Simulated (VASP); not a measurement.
# SbPt (P6_3/mmc) in VASP: further runs

The runs below take SbPt through single point, with LDA.

Everything below comes from runs of VASP 6.6.1. Logs are shortened: lines on timing, memory, paths and dates and some standing lists are left out, and cuts for length are marked.

### Step 1. The cell of the first run

The structure is hexagonal, space group P6_3/mmc (No. 194). The conventional cell has a = 4.130 Å, b = 4.130 Å, c = 5.527 Å, α = 90.00°, β = 90.00°, γ = 120.00°. Within 3.6 Å of Sb (site symmetry -6m2) lie 6 Pt at 2.76 Å. Pt (site symmetry -3m) has 6 Sb at 2.76 Å and 2 Pt at 2.76 Å within 3.6 Å.

### Step 2. Single point, LDA (zz strain of +1 %)

INCAR reads:

```
SYSTEM = SbPt
PREC = Accurate
ENCUT = 520
EDIFF = 1E-6
ISMEAR = -1
SIGMA = 0.08
LREAL = .FALSE.
LASPH = .TRUE.
NELM = 60
ALGO = Normal
ISIF = 2
LWAVE = .FALSE.
LCHARG = .FALSE.
NBANDS = 23
```

KPOINTS reads:

```
regular mesh
0
G
  11 11 8
  0 0 0
```

POSCAR reads:

```
SbPt
1.0
    4.1299978706      0.0000000000      0.0000000000
   -2.0649989353      3.5766830735      0.0000000000
    0.0000000000      0.0000000000      5.5267200000
Sb Pt
2 2
Direct
    0.3333333333      0.6666666667      0.2500000000
    0.6666666667      0.3333333333      0.7500000000
    0.0000000000      0.0000000000      0.0000000000
    0.0000000000      0.0000000000      0.5000000000
```

Potentials or basis: VASP PAW LDA potentials, release 64 (Sb, Pt).

Run with:

```sh
$ cat potpaw_LDA.64/Sb/POTCAR potpaw_LDA.64/Pt/POTCAR > POTCAR
$ mpirun -np 1 vasp_std > vasp.out
```

OUTCAR:

```text
SYSTEM = SbPt
   PREC = Accurate
   ENCUT = 520
   EDIFF = 1E-6
   ISMEAR = -1
   LREAL = .FALSE.
   LASPH = .TRUE.
   NELM = 60
   ISIF = 2

 ion  position               nearest neighbor table
   1  0.333  0.667  0.250-   3 2.76   4 2.76   3 2.76   4 2.76   3 2.76   4 2.76   2 3.65   2 3.65
                             2 3.65   2 3.65   2 3.65   2 3.65
   2  0.667  0.333  0.750-   3 2.76   4 2.76   3 2.76   4 2.76   3 2.76   4 2.76   1 3.65   1 3.65
                             1 3.65   1 3.65   1 3.65   1 3.65
   3  0.000  0.000  0.000-   1 2.76   2 2.76   1 2.76   2 2.76   2 2.76   1 2.76   4 2.76   4 2.76

   4  0.000  0.000  0.500-   1 2.76   2 2.76   1 2.76   2 2.76   2 2.76   1 2.76   3 2.76   3 2.76

  LATTYP: Found a hexagonal cell.
 ALAT       =     4.1299978706
 C/A-ratio  =     1.3381895519

  Lattice vectors:

 A1 = (   4.1299978706,   0.0000000000,   0.0000000000)
 A2 = (  -2.0649989353,   3.5766830735,   0.0000000000)
 A3 = (   0.0000000000,   0.0000000000,   5.5267200000)

Analysis of symmetry for initial positions (statically):
=====================================================================
 Subroutine PRICEL returns:
 Original cell was already a primitive cell.

 Routine SETGRP: Setting up the symmetry group for a
 hexagonal supercell.

 Subroutine GETGRP returns: Found 24 space group operations
 (whereof 12 operations were pure point group operations)
 out of a pool of 24 trial point group operations.

The static configuration has the point symmetry D_3d.
 The point group associated with its full space group is D_6h.

Analysis of symmetry for dynamics (positions and initial velocities):
=====================================================================
 Subroutine PRICEL returns:
 Original cell was already a primitive cell.

 Routine SETGRP: Setting up the symmetry group for a
 hexagonal supercell.

 Subroutine GETGRP returns: Found 24 space group operations
 (whereof 12 operations were pure point group operations)
 out of a pool of 24 trial point group operations.

The dynamic configuration has the point symmetry D_3d.
 The point group associated with its full space group is D_6h.

 Subroutine INISYM returns: Found 24 space group operations
 (whereof 12 operations are pure point group operations),
 and found     1 'primitive' translations

----------------------------------------------------------------------------------------

                                     Primitive cell

  volume of cell :      81.6390

  direct lattice vectors                    reciprocal lattice vectors
     4.129997871  0.000000000  0.000000000     0.242130875  0.139794326  0.000000000
    -2.064998935  3.576683073  0.000000000     0.000000000  0.279588652  0.000000000
     0.000000000  0.000000000  5.526720000     0.000000000  0.000000000  0.180939147

  length of vectors
     4.129997871  4.129997871  5.526720000     0.279588652  0.279588652  0.180939147

  position of ions in fractional coordinates (direct lattice)
     0.333333333  0.666666667  0.250000000
     0.666666667  0.333333333  0.750000000
     0.000000000  0.000000000  0.000000000
     0.000000000  0.000000000  0.500000000

  ion indices of the primitive-cell ions
   primitive index   ion index
                 1           1
                 2           2
                 3           3
                 4           4

----------------------------------------------------------------------------------------

 KPOINTS: regular mesh

Automatic generation of k-mesh.
 Grid dimensions read from file:
 generate k-points for:   11   11    8

 Generating k-lattice:

  Cartesian coordinates                     Fractional coordinates (reciprocal lattice)
     0.022011898  0.012708575  0.000000000     0.090909091  0.000000000  0.000000000
     0.000000000  0.025417150  0.000000000     0.000000000  0.090909091  0.000000000
     0.000000000  0.000000000  0.022617393     0.000000000  0.000000000  0.125000000

  Length of vectors
     0.025417150  0.025417150  0.022617393

  Shift w.r.t. Gamma in fractional coordinates (k-lattice)
     0.000000000  0.000000000  0.000000000

 Subroutine IBZKPT returns following result:
 ===========================================

 Found     80 irreducible k-points:

 Following reciprocal coordinates:
            Coordinates               Weight
  0.000000  0.000000  0.000000      1.000000
  0.090909 -0.000000  0.000000      6.000000
  0.181818 -0.000000  0.000000      6.000000
  0.272727  0.000000  0.000000      6.000000
  0.363636 -0.000000  0.000000      6.000000
  0.454545 -0.000000  0.000000      6.000000
[... 16 lines left out ...]
  0.090909  0.090909  0.125000     12.000000
  0.181818  0.090909  0.125000     24.000000
 [... further k-points ...]
   k-points           NKPTS =     80   k-points in BZ     NKDIM =     80   number of bands    NBANDS=     23
   number of dos      NEDOS =    301   number of ions     NIONS =      4
   total plane-waves  NPLWV =  43008
   dimension x,y,z NGX =    32 NGY =   32 NGZ =   42
   dimension x,y,z NGXF=    64 NGYF=   64 NGZF=   84
   ions per type =               2   2
   NGX,Y,Z   is equivalent  to a cutoff of  12.88, 12.88, 12.63 a.u.
   NGXF,Y,Z  is equivalent  to a cutoff of  25.76, 25.76, 25.27 a.u.
 SYSTEM =  SbPt
   PREC   = accura    normal or accurate (medium, high low for compatibility)
   ISTART =      0    job   : 0-new  1-cont  2-samecut
   ICHARG =      2    charge: 1-file 2-atom 10-const
   ISPIN  =      1    spin polarized calculation?
   LNONCOLLINEAR =      F non collinear calculations
   LSORBIT =      F    spin-orbit coupling
   LASPH  =      T    aspherical Exc in radial PAW
   ENCUT  =  520.0 eV  38.22 Ry    6.18 a.u.   7.68  7.68 10.28*2*pi/ulx,y,z
   NELM   =     60;   NELMIN=  2; NELMDL= -5     # of ELM steps
   EDIFF  = 0.1E-05   stopping-criterion for ELM
   LREAL  =      F    real-space projection
   EDIFFG = 0.1E-04   stopping-criterion for IOM
   NSW    =      0    number of steps for IOM
   IBRION =     -1    ionic relax: 0-MD 1-quasi-New 2-CG
   NFREE  =      0    steps in history (QN), initial steepest desc. (CG)
   ISIF   =      2    stress and relaxation
   ISYM   =      2    0-nonsym 1-usesym 2-fastsym
   POTIM  = 0.5000    time-step for ionic-motion
   TEBEG  =    0.0;   TEEND  =   0.0 temperature during run
   PSTRESS=    0.0 pullay stress
   NELECT =      30.0000    total number of electrons
   NUPDOWN=      -1.0000    fix difference up-down
   EMIN   =  10.00;   EMAX   =-10.00  energy-range for DOS
   EFERMI =   0.00;   METHOD = LEGACY
   ISMEAR =    -1;   SIGMA  =   0.08  broadening in eV -4-tet -1-fermi 0-gaus
   EFERMI_NEDOS =   21; number of points for ismear=-14 and -15
   IALGO  =     38    algorithm
   IMIX   =      4    mixing-type and parameters
     AMIX     =   0.40;   BMIX     =  1.00
     AMIX_MAG =   1.60;   BMIX_MAG =  1.00
  volume/ion in A,a.u.               =      20.41       137.73
  Fermi-wavevector in a.u.,A,eV,Ry     =   1.172598  2.215890 18.707837  1.374987
  Thomas-Fermi vector in A             =   2.309025
   LORBIT       =      0    0 simple, 1 ext, 2 COOP (PROOUT), +10 PAW based schemes
   GGA     = CA    functional components
   LHFCALC =     F    Hartree Fock is set to
   AEXX    =    0.0000 exact exchange contribution
   IVDW    =     0    specifies the selected vdW correction
   LEPSILON=     F    determine dielectric tensor
   LRPA    =     F    only Hartree local field effects (RPA)
 non-spin polarized calculation
  energy-cutoff  :      520.00
  volume of cell :       81.64
 maximum number of plane-waves:      2228
 NGX is ok and might be reduce to    32
   NGX = 15   NGY = 15   NGZ = 21

 number of electron      30.0000003 magnetization

 Free energy of the ion-electron system (eV)
  ---------------------------------------------------
  ext. energy  EPLUGINS =         0.00000000
  ---------------------------------------------------
  free energy    TOTEN  =       -26.34676230 eV

  energy without entropy =      -26.30373356  energy(sigma->0) =      -26.32524793

 E-fermi :   9.9278     XC(G=0): -11.6104

 val. band max:        9.9150059366   @ k =   0.1818   0.1818   0.3750
 cond. band min:       9.9316164543   @ k =   0.1818   0.0909   0.1250
 fundamental gap:      0.0166105177
 Fermi energy:         9.9277576807

 k-point     1 :       0.0000    0.0000    0.0000
  band No.  band energies     occupation
      1      -2.9534      2.00000
      2       0.8560      2.00000
      3       2.9380      2.00000
      4       3.9811      2.00000
      5       3.9811      2.00000
      6       4.0914      2.00000
[... 15 lines left out ...]
     22      15.2371      0.00000
     23      17.8659      0.00000

 k-point     2 :       0.0909   -0.0000    0.0000
  band No.  band energies     occupation
      1      -2.8521      2.00000
      2       0.7552      2.00000
      3       3.0598      2.00000
      4       4.0074      2.00000
      5       4.0682      2.00000
      6       4.1537      2.00000
[... 15 lines left out ...]
     22      15.7391      0.00000
     23      16.7294      0.00000

 k-point     3 :       0.1818   -0.0000    0.0000
  band No.  band energies     occupation
      1      -2.5541      2.00000
      2       0.5159      2.00000
      3       3.4155      2.00000
      4       3.9672      2.00000
      5       4.0654      2.00000
      6       4.5843      2.00000
[... 15 lines left out ...]
     22      16.6625      0.00000
     23      16.7123      0.00000
[... 495 lines left out ...]
 k-point    23 :       0.0909    0.0909    0.1250
  band No.  band energies     occupation
      1      -2.5747      2.00000
      2       0.3325      2.00000
      3       3.4217      2.00000
      4       4.0973      2.00000
      5       4.1342      2.00000
      6       4.6860      2.00000
[... 15 lines left out ...]
     22      16.2370      0.00000
     23      16.7243      0.00000

 k-point    24 :       0.1818    0.0909    0.1250
  band No.  band energies     occupation
      1      -2.1925      2.00000
      2       0.1932      2.00000
      3       3.6730      2.00000
      4       3.9127      2.00000
      5       4.1501      2.00000
      6       4.9308      2.00000
[... 15 lines left out ...]
     22      16.4280      0.00000
     23      17.1575      0.00000

 [... further k-points ...]
[... 5 lines left out ...]
  --------------------------------------------------------------------------------------
  -------------------------------------------------------------------------------------
  Total       -0.2916484     -0.2916484     -1.5563439      0.0000000      0.0000000     -0.0000000
  in kB       -5.7236419     -5.7236419    -30.5434722      0.0000000      0.0000000     -0.0000000
  external PRESSURE =     -13.9969187 kB  Pullay stress =       0.0000000 kB

 VOLUME and BASIS-vectors are now :
 -----------------------------------------------------------------------------
  energy-cutoff  :      520.00
  volume of cell :       81.64
      direct lattice vectors                 reciprocal lattice vectors
     4.129997871  0.000000000  0.000000000     0.242130875  0.139794326  0.000000000
    -2.064998935  3.576683073  0.000000000     0.000000000  0.279588652  0.000000000
     0.000000000  0.000000000  5.526720000     0.000000000  0.000000000  0.180939147

 POSITION                                       TOTAL-FORCE (eV/Angst)
 -----------------------------------------------------------------------------------
     -0.00000      2.38446      1.38168         0.000000      0.000000      0.000000
      2.06500      1.19223      4.14504        -0.000000     -0.000000      0.000000
      0.00000      0.00000      0.00000        -0.000000      0.000000      0.000000
      0.00000      0.00000      2.76336        -0.000000      0.000000      0.000000
 -----------------------------------------------------------------------------------
    total drift:                               -0.000000      0.000000      0.000000

  FREE ENERGIE OF THE ION-ELECTRON SYSTEM (eV)
  ---------------------------------------------------
  free  energy   TOTEN  =       -26.3467623024 eV

  energy  without entropy=      -26.3037335553  energy(sigma->0) =      -26.32524793
```

Run time: 61 s. Hardware: 1 thread of AMD EPYC 9R45 (Zen 5), shared host; peak memory 0.23 GiB.

Results:

| Property | Result |
| --- | --- |
| Free energy | -26.3468 eV |
| Pressure | -1.4 GPa |
| Band gap on the k mesh | zero (band 15 reaches 12.28 eV, above the bottom of band 16 at 8.36 eV) |

Stress tensor (GPa, compression positive):
```
-0.57  0.00  0.00
 0.00 -0.57  0.00
 0.00  0.00 -3.05
```

Levels at points of the mesh, in eV from the Fermi level:
| k point | band 12 | band 13 | band 14 | band 15 | band 16 | band 17 | band 18 | band 19 |
| --- | --- | --- | --- | --- | --- | --- | --- | --- |
| (0.00, 0.00, 0.00) | -2.20 | -0.04 | -0.04 | 0.64 | 2.27 | 2.47 | 3.63 | 3.63 |
| (0.00, 0.00, 0.50) | -3.61 | -1.24 | -1.24 | 2.35 | 2.35 | 2.35 | 2.35 | 5.23 |

Caveat: the cell differs from its parent crystal (zz strain of +1 %); spin-orbit coupling is left out, which moves the levels of the heavy elements.

### Step 3. Single point, LDA (zz strain of +2 %)

INCAR reads:

```
SYSTEM = SbPt
PREC = Accurate ; ENCUT = 520
EDIFF = 1E-6 ; ISMEAR = -1
SIGMA = 0.08 ; LREAL = .FALSE.
LASPH = .TRUE. ; NELM = 60
ALGO = Normal ; ISIF = 2
LWAVE = .FALSE. ; LCHARG = .FALSE.
GGA = CA ; NBANDS = 23
```

KPOINTS reads:

```
Automatic mesh
0
G
  11 11 8
  0 0 0
```

Changes to POSCAR since step 2:

```diff
@@ -4,3 +4,3 @@
    -2.0649989353      3.5766830735      0.0000000000
-    0.0000000000      0.0000000000      5.5267200000
+    0.0000000000      0.0000000000      5.5814400000
 Sb Pt
```

Potentials or basis: VASP PAW LDA potentials, release 64 (Sb, Pt).

Run with:

```sh
$ cat potpaw_LDA.64/Sb/POTCAR potpaw_LDA.64/Pt/POTCAR > POTCAR
$ mpirun -np 1 vasp_std > vasp.out
```

Wall time 59 s (1 thread of AMD EPYC 9R45 (Zen 5), shared host); peak memory 0.24 GiB.

The run converged. Its results:

```
Free energy            : -26.3261 eV
Pressure               : -2.9 GPa
Band gap on the k mesh : zero (band 15 reaches 12.11 eV, above the bottom of band 16 at 8.23 eV)
```

Stress tensor (GPa, compression positive):
```
-1.69  0.00  0.00
 0.00 -1.69  0.00
 0.00  0.00 -5.18
```

Levels at points of the mesh, in eV from the Fermi level:
```tsv
k point	band 11	band 12	band 13	band 14	band 15	band 16	band 17	band 18	band 19	band 20
(0.00, 0.00, 0.00)	-2.21	-2.21	0.01	0.01	0.54	2.22	2.55	3.64	3.64	3.67
(0.00, 0.00, 0.50)	-3.54	-3.54	-1.26	-1.26	2.35	2.35	2.35	2.35	5.21	5.21
```

Caveat: the cell differs from its parent crystal (zz strain of +2 %); spin-orbit coupling is left out, which moves the levels of the heavy elements.

### Step 4. Single point, LDA (volume scaled by 0.94)

INCAR reads:

```
ALGO = Normal ; EDIFF = 1E-6
ENCUT = 520 ; GGA = CA
ISIF = 2 ; ISMEAR = -1
LASPH = True ; LCHARG = False
LREAL = False ; LWAVE = False
NBANDS = 23 ; NELM = 60
PREC = Accurate ; SIGMA = 0.08
```

KPOINTS reads:

```
k-points
0
Gamma
  11 11 8
```

POSCAR reads:

```
SbPt
1.0
    4.0456885431      0.0000000000      0.0000000000
   -2.0228442715      3.5036690541      0.0000000000
    0.0000000000      0.0000000000      5.3602951869
Sb Pt
2 2
Direct
    0.3333333333      0.6666666667      0.2500000000
    0.6666666667      0.3333333333      0.7500000000
    0.0000000000      0.0000000000      0.0000000000
    0.0000000000      0.0000000000      0.5000000000
```

Run with:

```sh
$ cat potpaw_LDA.64/Sb/POTCAR potpaw_LDA.64/Pt/POTCAR > POTCAR
$ mpirun -np 1 vasp_std > vasp.out
```

Run time: 2.6 min. Hardware: 1 thread of Oxide Virtual Turin-like, shared host; peak memory 0.22 GiB.

It converged, with:

```yaml
Free_energy: -26.1932 eV
Pressure: 11.1 GPa
Band_gap_on_the_k_mesh: zero (band 15 reaches 13.68 eV, above the bottom of band 16 at 9.42 eV)
```

Levels at points of the mesh, in eV from the Fermi level:
| k point | band 13 | band 14 | band 15 | band 16 | band 17 | band 18 |
| --- | --- | --- | --- | --- | --- | --- |
| (0.00, 0.00, 0.00) | -0.17 | -0.17 | 0.82 | 2.27 | 2.39 | 3.85 |
| (0.00, 0.00, 0.50) | -1.20 | -1.20 | 2.48 | 2.48 | 2.48 | 2.48 |

Caveat: spin-orbit coupling is left out, which moves the levels of the heavy elements.

### Step 5. Single point, LDA (volume scaled by 0.98)

INCAR reads:

```
  ALGO = Normal
  EDIFF = 1E-6
  ENCUT = 520
  GGA = CA
  ISIF = 2
  ISMEAR = -1
  LASPH = T
  LCHARG = T
  LELF = T
  LREAL = F
  LVHAR = T
  LWAVE = F
  NBANDS = 23
  NELM = 60
  PREC = Accurate
  SIGMA = 0.08
```

KPOINTS is that of step 4.

POSCAR reads:

```
SbPt
1.0
    4.1022789289      0.0000000000      0.0000000000
   -2.0511394644      3.5526777658      0.0000000000
    0.0000000000      0.0000000000      5.4352740612
Sb Pt
2 2
Direct
    0.3333333333      0.6666666667      0.2500000000
    0.6666666667      0.3333333333      0.7500000000
    0.0000000000      0.0000000000      0.0000000000
    0.0000000000      0.0000000000      0.5000000000
```

Run with:

```sh
$ cat potpaw_LDA.64/Sb/POTCAR potpaw_LDA.64/Pt/POTCAR > POTCAR
$ mpirun -np 1 vasp_std > vasp.out
```

Wall time 2.1 min (1 thread of Oxide Virtual Turin-like, shared host); peak memory 0.23 GiB.

The run converged. Its results:

* Free energy: -26.3377 eV
* Pressure: 3.4 GPa
* Band gap on the k mesh: zero (band 15 reaches 12.85 eV, above the bottom of band 16 at 8.79 eV)

Stress tensor (GPa, compression positive):
```
3.67 0.00 0.00
0.00 3.67 0.00
0.00 0.00 2.84
```

Levels at points of the mesh, in eV from the Fermi level:
```
           k point  band 13  band 14  band 15  band 16  band 17  band 18
(0.00, 0.00, 0.00)    -0.11    -0.11     0.77     2.34     2.36     3.70
(0.00, 0.00, 0.50)    -1.22    -1.22     2.40     2.40     2.40     2.40
```

Caveat: spin-orbit coupling is left out, which moves the levels of the heavy elements.

(Continued in part 2 of 2.)
